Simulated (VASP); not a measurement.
# TePb (I4/mmm) in VASP: notebook

Runs on TePb. Level: r2SCAN. Tasks: single point.

Program: VASP 6.6.1. These are calculated values, not measurements. Logs are shortened: lines on timing, memory, paths and dates and some standing lists are left out, and cuts for length are marked.

## Step 1: The cell of the first run

It takes space group I4/mmm (No. 139, tetragonal). Conventional cell: a = 4.792 Å, b = 4.792 Å, c = 6.293 Å, α = 90.00°, β = 90.00°, γ = 90.00°. Te (site symmetry 4/mmm) has 6 Pb at 3.15 to 3.39 Å within 4.1 Å. Pb (site symmetry 4/mmm) has 6 Te at 3.15 to 3.39 Å within 4.1 Å.

## Step 2: Single point, r2SCAN (strain +0.050 along x and y, -0.025 along z)

POSCAR reads:

```
TePb
1.0
    0.0000000000      3.3883500000      3.1463250000
    3.3883500000      0.0000000000      3.1463250000
    3.3883500000      3.3883500000      0.0000000000
Te Pb
1 1
Direct
    0.5000000000      0.5000000000      0.5000000000
    0.0000000000      0.0000000000      0.0000000000
```

INCAR.step1 reads:

```
SYSTEM = TePb
  ALGO = Normal
  EDIFF = 1E-4
  ENCUT = 520
  GGA = PE
  ISMEAR = 0
  LASPH = .True.
  LCHARG = .False.
  LREAL = .False.
  LWAVE = .True.
  NBANDS = 17
  NELM = 80
  PREC = Accurate
  SIGMA = 0.05
```

INCAR.step2 reads:

```
SYSTEM = TePb
  ALGO = Normal
  EDIFF = 1E-6
  ENCUT = 520
  ISIF = 2
  ISMEAR = 0
  ISTART = 1
  LASPH = .True.
  LCHARG = .False.
  LMIXTAU = .True.
  LREAL = .False.
  LWAVE = .False.
  METAGGA = R2SCAN
  NBANDS = 17
  NELM = 80
  PREC = Accurate
  SIGMA = 0.05
```

KPOINTS reads:

```
k-points
0
Gamma
  8 8 8
  0 0 0
```

Potentials or basis: VASP PAW PBE potentials, release 64 (Te, Pb_d).

Started as:

```
$ cat potpaw_PBE.64/Te/POTCAR potpaw_PBE.64/Pb_d/POTCAR > POTCAR
$ cp INCAR.step1 INCAR
$ mpirun -np 1 vasp_std > vasp.out
$ cp INCAR.step2 INCAR
$ mpirun -np 1 vasp_std > vasp.out
```

OUTCAR:

```text
SYSTEM = TePb
   EDIFF = 1E-6
   ENCUT = 520
   ISIF = 2
   ISMEAR = 0
   ISTART = 1
   LASPH = .True.
   LREAL = .False.
   METAGGA = R2SCAN
   NELM = 80
   PREC = Accurate

 ion  position               nearest neighbor table
   1  0.500  0.500  0.500-   2 3.15   2 3.15   2 3.39   2 3.39   2 3.39   2 3.39
   2  0.000  0.000  0.000-   1 3.15   1 3.15   1 3.39   1 3.39   1 3.39   1 3.39

  LATTYP: Found a body centered tetragonal cell.
 ALAT       =     4.7918505241
 C/A-ratio  =     1.3131983079

  Lattice vectors:

 A1 = (   0.0000000000,  -3.3883500000,  -3.1463250000)
 A2 = (   0.0000000000,   3.3883500000,  -3.1463250000)
 A3 = (   3.3883500000,   0.0000000000,   3.1463250000)

Analysis of symmetry for initial positions (statically):
=====================================================================
 Subroutine PRICEL returns:
 Original cell was already a primitive cell.

 Routine SETGRP: Setting up the symmetry group for a
 body centered tetragonal supercell.

 Subroutine GETGRP returns: Found 16 space group operations
 (whereof 16 operations were pure point group operations)
 out of a pool of 16 trial point group operations.

The static configuration has the point symmetry D_4h.

Analysis of symmetry for dynamics (positions and initial velocities):
=====================================================================
 Subroutine PRICEL returns:
 Original cell was already a primitive cell.

 Routine SETGRP: Setting up the symmetry group for a
 body centered tetragonal supercell.

 Subroutine GETGRP returns: Found 16 space group operations
 (whereof 16 operations were pure point group operations)
 out of a pool of 16 trial point group operations.

The dynamic configuration has the point symmetry D_4h.

 Subroutine INISYM returns: Found 16 space group operations
 (whereof 16 operations are pure point group operations),
 and found     1 'primitive' translations

----------------------------------------------------------------------------------------

                                     Primitive cell

  volume of cell :      72.2454

  direct lattice vectors                    reciprocal lattice vectors
     0.000000000  3.388350000  3.146325000    -0.147564449  0.147564449  0.158915560
     3.388350000  0.000000000  3.146325000     0.147564449 -0.147564449  0.158915560
     3.388350000  3.388350000  0.000000000     0.147564449  0.147564449 -0.158915560

  length of vectors
     4.623881133  4.623881133  4.791850524     0.262306478  0.262306478  0.262306478

  position of ions in fractional coordinates (direct lattice)
     0.500000000  0.500000000  0.500000000
     0.000000000  0.000000000  0.000000000

  ion indices of the primitive-cell ions
   primitive index   ion index
                 1           1
                 2           2

----------------------------------------------------------------------------------------

 KPOINTS: k-points

Automatic generation of k-mesh.
 Grid dimensions read from file:
 generate k-points for:    8    8    8

 Generating k-lattice:

  Cartesian coordinates                     Fractional coordinates (reciprocal lattice)
    -0.018445556  0.018445556  0.019864445     0.125000000  0.000000000  0.000000000
     0.018445556 -0.018445556  0.019864445     0.000000000  0.125000000  0.000000000
     0.018445556  0.018445556 -0.019864445    -0.000000000 -0.000000000  0.125000000

  Length of vectors
     0.032788310  0.032788310  0.032788310

  Shift w.r.t. Gamma in fractional coordinates (k-lattice)
     0.000000000  0.000000000  0.000000000

 Subroutine IBZKPT returns following result:
 ===========================================

 Found     59 irreducible k-points:

 Following reciprocal coordinates:
            Coordinates               Weight
  0.000000  0.000000  0.000000      1.000000
  0.125000  0.000000  0.000000      8.000000
  0.250000  0.000000  0.000000      8.000000
  0.375000  0.000000  0.000000      8.000000
  0.500000  0.000000  0.000000      4.000000
  0.125000  0.125000  0.000000      2.000000
[... 16 lines left out ...]
  0.250000  0.000000  0.125000     16.000000
  0.375000  0.000000  0.125000     16.000000
 [... further k-points ...]
   k-points           NKPTS =     59   k-points in BZ     NKDIM =     59   number of bands    NBANDS=     17
   number of dos      NEDOS =    301   number of ions     NIONS =      2
   total plane-waves  NPLWV =  46656
   dimension x,y,z NGX =    36 NGY =   36 NGZ =   36
   dimension x,y,z NGXF=    72 NGYF=   72 NGZF=   72
   ions per type =               1   1
   NGX,Y,Z   is equivalent  to a cutoff of  12.94, 12.94, 12.49 a.u.
   NGXF,Y,Z  is equivalent  to a cutoff of  25.89, 25.89, 24.98 a.u.
 SYSTEM =  TePb
   PREC   = accura    normal or accurate (medium, high low for compatibility)
   ISTART =      1    job   : 0-new  1-cont  2-samecut
   ICHARG =      0    charge: 1-file 2-atom 10-const
   ISPIN  =      1    spin polarized calculation?
   LNONCOLLINEAR =      F non collinear calculations
   LSORBIT =      F    spin-orbit coupling
   LASPH  =      T    aspherical Exc in radial PAW
   ENCUT  =  520.0 eV  38.22 Ry    6.18 a.u.   8.60  8.60  8.91*2*pi/ulx,y,z
   NELM   =     80;   NELMIN=  2; NELMDL=  0     # of ELM steps
   EDIFF  = 0.1E-05   stopping-criterion for ELM
   LREAL  =      F    real-space projection
   EDIFFG = 0.1E-04   stopping-criterion for IOM
   NSW    =      0    number of steps for IOM
   IBRION =     -1    ionic relax: 0-MD 1-quasi-New 2-CG
   NFREE  =      0    steps in history (QN), initial steepest desc. (CG)
   ISIF   =      2    stress and relaxation
   ISYM   =      2    0-nonsym 1-usesym 2-fastsym
   POTIM  = 0.5000    time-step for ionic-motion
   TEBEG  =    0.0;   TEEND  =   0.0 temperature during run
   PSTRESS=    0.0 pullay stress
   NELECT =      20.0000    total number of electrons
   NUPDOWN=      -1.0000    fix difference up-down
   EMIN   =  10.00;   EMAX   =-10.00  energy-range for DOS
   EFERMI =   0.00;   METHOD = LEGACY
   ISMEAR =     0;   SIGMA  =   0.05  broadening in eV -4-tet -1-fermi 0-gaus
   EFERMI_NEDOS =   21; number of points for ismear=-14 and -15
   IALGO  =     38    algorithm
   IMIX   =      4    mixing-type and parameters
     AMIX     =   0.40;   BMIX     =  1.00
     AMIX_MAG =   1.60;   BMIX_MAG =  1.00
  volume/ion in A,a.u.               =      36.12       243.77
  Fermi-wavevector in a.u.,A,eV,Ry     =   1.066960  2.016262 15.488921  1.138404
  Thomas-Fermi vector in A             =   2.202561
   LORBIT       =      0    0 simple, 1 ext, 2 COOP (PROOUT), +10 PAW based schemes
   METAGGA = R2SCAN    functional components
   LHFCALC =     F    Hartree Fock is set to
   AEXX    =    0.0000 exact exchange contribution
   IVDW    =     0    specifies the selected vdW correction
   LEPSILON=     F    determine dielectric tensor
   LRPA    =     F    only Hartree local field effects (RPA)
 non-spin polarized calculation
 Gauss-broadening in eV      SIGMA  =   0.05
  energy-cutoff  :      520.00
  volume of cell :       72.25
 maximum number of plane-waves:      1961
 NGX is ok and might be reduce to    36
   NGX = 17   NGY = 17   NGZ = 17

 number of electron      19.9999996 magnetization

 Free energy of the ion-electron system (eV)
  ---------------------------------------------------
  ext. energy  EPLUGINS =         0.00000000
  ---------------------------------------------------
  free energy    TOTEN  =       -82.61186953 eV

  energy without entropy =      -82.61186953  energy(sigma->0) =      -82.61186953

 E-fermi :   5.0273     XC(G=0):  -9.4797

 val. band max:        4.8021524618   @ k =   0.5000   0.0000   0.0000
 cond. band min:       5.6956105982   @ k =   0.5000   0.0000   0.0000
 fundamental gap:      0.8934581363
 Fermi energy:         5.0272625248

 k-point     1 :       0.0000    0.0000    0.0000
  band No.  band energies     occupation
      1     -12.6511      2.00000
      2     -12.6445      2.00000
      3     -12.6215      2.00000
      4     -12.6161      2.00000
      5     -12.6161      2.00000
      6      -7.3281      2.00000
[... 9 lines left out ...]
     16      11.2886      0.00000
     17      11.9491      0.00000

 k-point     2 :       0.1250    0.0000    0.0000
  band No.  band energies     occupation
      1     -12.6516      2.00000
      2     -12.6440      2.00000
      3     -12.6233      2.00000
      4     -12.6150      2.00000
      5     -12.6145      2.00000
      6      -7.2005      2.00000
[... 9 lines left out ...]
     16      11.4053      0.00000
     17      12.8107      0.00000

 k-point     3 :       0.2500    0.0000    0.0000
  band No.  band energies     occupation
      1     -12.6535      2.00000
      2     -12.6433      2.00000
      3     -12.6276      2.00000
      4     -12.6120      2.00000
      5     -12.6099      2.00000
      6      -6.8348      2.00000
[... 9 lines left out ...]
     16      12.0986      0.00000
     17      14.5500      0.00000

 k-point     4 :       0.3750    0.0000    0.0000
  band No.  band energies     occupation
      1     -12.6559      2.00000
      2     -12.6435      2.00000
      3     -12.6312      2.00000
      4     -12.6087      2.00000
      5     -12.6047      2.00000
      6      -6.3157      2.00000
[... 9 lines left out ...]
     16      13.4009      0.00000
     17      15.3975      0.00000
[... 343 lines left out ...]
      1     -12.6535      2.00000
      2     -12.6428      2.00000
      3     -12.6231      2.00000
      4     -12.6171      2.00000
      5     -12.6128      2.00000
      6      -7.1732      2.00000
[... 9 lines left out ...]
     16      11.9788      0.00000
     17      12.3996      0.00000

 k-point    23 :       0.2500    0.0000    0.1250
  band No.  band energies     occupation
      1     -12.6567      2.00000
      2     -12.6413      2.00000
      3     -12.6255      2.00000
      4     -12.6163      2.00000
      5     -12.6086      2.00000
      6      -6.9038      2.00000
[... 9 lines left out ...]
     16      12.6103      0.00000
     17      13.3936      0.00000

 k-point    24 :       0.3750    0.0000    0.1250
  band No.  band energies     occupation
      1     -12.6593      2.00000
      2     -12.6411      2.00000
      3     -12.6293      2.00000
      4     -12.6128      2.00000
      5     -12.6044      2.00000
      6      -6.4452      2.00000
[... 9 lines left out ...]
     16      13.6774      0.00000
     17      14.8761      0.00000

 [... further k-points ...]
[... 5 lines left out ...]
  --------------------------------------------------------------------------------------
  -------------------------------------------------------------------------------------
  Total       -1.5027541     -1.5027541      2.0699685      0.0000000     -0.0000000      0.0000000
  in kB      -33.3263995    -33.3263995     45.9054468      0.0000000     -0.0000000      0.0000000
  external PRESSURE =      -6.9157840 kB  Pullay stress =       0.0000000 kB

 VOLUME and BASIS-vectors are now :
 -----------------------------------------------------------------------------
  energy-cutoff  :      520.00
  volume of cell :       72.25
      direct lattice vectors                 reciprocal lattice vectors
     0.000000000  3.388350000  3.146325000    -0.147564449  0.147564449  0.158915560
     3.388350000  0.000000000  3.146325000     0.147564449 -0.147564449  0.158915560
     3.388350000  3.388350000  0.000000000     0.147564449  0.147564449 -0.158915560

 POSITION                                       TOTAL-FORCE (eV/Angst)
 -----------------------------------------------------------------------------------
      3.38835      3.38835      3.14633         0.000000      0.000000      0.000000
      0.00000      0.00000      0.00000        -0.000000     -0.000000     -0.000000
 -----------------------------------------------------------------------------------
    total drift:                               -0.000000      0.000000      0.000000

  FREE ENERGIE OF THE ION-ELECTRON SYSTEM (eV)
  ---------------------------------------------------
  free  energy   TOTEN  =       -82.6118695322 eV

  energy  without entropy=      -82.6118695322  energy(sigma->0) =      -82.61186953
```

Run time: 1.8 min. Hardware: 1 thread of Intel Xeon 6975P-C (Granite Rapids), shared host; peak memory 0.26 GiB.

What came out:

* Free energy: -82.6119 eV
* Pressure: -0.7 GPa
* Band gap on the k mesh: 0.89 eV, direct

Levels at points of the mesh, in eV from the valence-band top:
```
           k point  band 7  band 8  band 9  band 10  band 11  band 12  band 13  band 14
(0.00, 0.00, 0.00)   -5.93   -1.90   -1.14    -1.14     3.57     3.57     5.32     6.07
(0.50, 0.00, 0.00)   -8.74   -1.04   -0.95     0.00     0.89     1.29     1.70     8.66
(0.50, 0.50, 0.00)   -7.84   -4.44   -2.83    -2.83     3.57     5.23     5.23     7.39
(0.50, 0.00, 0.50)   -7.35   -4.26   -3.08    -2.28     3.82     4.64     6.26     6.50
```

Caveat: the cell differs from its parent crystal (strain +0.050 along x and y, -0.025 along z); the PAW data sets were made with another functional, which shifts forces and pressure a little; spin-orbit coupling is left out, which moves the levels of the heavy elements. A k mesh can miss the band edges.

## Step 3: Single point, r2SCAN (strain +0.050 along x and y, +0.000 along z)

POSCAR reads:

```
TePb
1.0
    0.0000000000      3.3883500000      3.2270000000
    3.3883500000      0.0000000000      3.2270000000
    3.3883500000      3.3883500000      0.0000000000
Te Pb
1 1
Direct
    0.5000000000      0.5000000000      0.5000000000
    0.0000000000      0.0000000000      0.0000000000
```

INCAR.step1 reads:

```
PREC     = Accurate       # precision mode
ENCUT    = 520            # plane-wave cutoff, eV
ISMEAR   = 0              # smearing method
SIGMA    = 0.05           # smearing width, eV
LREAL    = F              # projectors in reciprocal space
LASPH    = T              # aspherical terms in the spheres
NELM     = 80             # most SCF steps
NBANDS   = 17             # bands
GGA      = PE             # functional
ALGO     = Normal         # electronic algorithm
EDIFF    = 1E-4           # SCF threshold, eV
LWAVE    = T              # write WAVECAR
LCHARG   = F              # write CHGCAR
```

INCAR.step2 reads:

```
PREC     = Accurate       # precision mode
ENCUT    = 520            # plane-wave cutoff, eV
EDIFF    = 1E-6           # SCF threshold, eV
ISMEAR   = 0              # smearing method
SIGMA    = 0.05           # smearing width, eV
LREAL    = F              # projectors in reciprocal space
LASPH    = T              # aspherical terms in the spheres
NELM     = 80             # most SCF steps
ALGO     = Normal         # electronic algorithm
ISIF     = 2              # what is computed and relaxed
LWAVE    = F              # write WAVECAR
LCHARG   = F              # write CHGCAR
METAGGA  = R2SCAN         # meta-GGA
LMIXTAU  = T            
NBANDS   = 17             # bands
ISTART   = 1
```

KPOINTS reads:

```
Automatic mesh
0
Gamma
  8 8 8
```

Potentials or basis: VASP PAW PBE potentials, release 64 (Te, Pb_d).

Started as:

```
$ cat potpaw_PBE.64/Te/POTCAR potpaw_PBE.64/Pb_d/POTCAR > POTCAR
$ cp INCAR.step1 INCAR
$ mpirun -np 1 vasp_std > vasp.out
$ cp INCAR.step2 INCAR
$ mpirun -np 1 vasp_std > vasp.out
```

Wall time 1.9 min (1 thread of Intel Xeon 6975P-C (Granite Rapids), shared host); peak memory 0.26 GiB.

Results (log left out):

| Quantity | Value |
| --- | --- |
| Free energy | -82.6434 eV |
| Pressure | -2.0 GPa |
| Band gap on the k mesh | 1.09 eV, direct |

Stress tensor (GPa, compression positive):
```
-3.42  0.00  0.00
 0.00 -3.42  0.00
 0.00  0.00  0.96
```

Levels at points of the mesh, in eV from the valence-band top:
```
           k point  band 7  band 8  band 9  band 10  band 11  band 12  band 13  band 14
(0.00, 0.00, 0.00)   -5.92   -1.51   -1.02    -1.02     3.83     3.83     4.93     6.26
(0.50, 0.00, 0.00)   -8.50   -0.82   -0.75     0.00     1.09     1.50     1.73     8.74
(0.50, 0.50, 0.00)   -7.61   -4.10   -2.54    -2.54     3.82     5.30     5.30     7.06
(0.50, 0.00, 0.50)   -7.30   -3.98   -2.71    -2.19     3.98     4.92     6.10     6.32
```

Caveat: the cell differs from its parent crystal (strain +0.050 along x and y, +0.000 along z); the PAW data sets were made with another functional, which shifts forces and pressure a little; spin-orbit coupling is left out, which moves the levels of the heavy elements. A k mesh can miss the band edges.
